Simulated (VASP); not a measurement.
## Te2Mo: single point with PBE+D3(BJ)

Te2Mo, a slab with vacuum:

```xyz
3
Lattice="3.5040 0.0000 0.0000 -1.7520 3.0346 0.0000 0.0000 0.0000 33.2699" Properties=species:S:1:pos:R:3 pbc="T T T"
Te    0.0000    2.0230   15.0069
Te    0.0000    2.0230   18.2629
Mo    1.7520    1.0115   16.6349
```

```
Program             : VASP 6.6.1
Task                : single point
Functional          : PBE
Dispersion          : D3(BJ)
Potentials or basis : VASP PAW PBE potentials, release 64 (Te, Mo_sv)
Cutoff              : 520 eV
k mesh              : 9 × 9 × 1
Occupations         : gaussian, width 0.02 eV
Spin                : no spin polarisation
```

| Quantity | Value |
| --- | --- |
| Largest force | 3.385 eV/Å |
| Band gap on the k mesh | 0.82 eV, indirect (least direct gap 0.92 eV) |
| Dispersion energy per atom | -0.418 eV |

Forces on the atoms (eV/Å):
```
Te   0.000  0.000 -3.385
Te   0.000  0.000  3.385
Mo   0.000  0.000  0.000
```

Levels at points of the mesh, in eV from the valence-band top:
```csv
k point,band 11,band 12,band 13,band 14,band 15,band 16
"(0.00, 0.00, 0.00)",-1.21,-1.09,0.00,3.51,3.51,4.08
```

It took 110 s on 1 thread of Intel(R) Xeon(R) 6975P-C (Granite Rapids), with other jobs on the host, peak memory 0.47 GiB.

Caveat: spin-orbit coupling is left out, which moves the levels of the heavy elements.
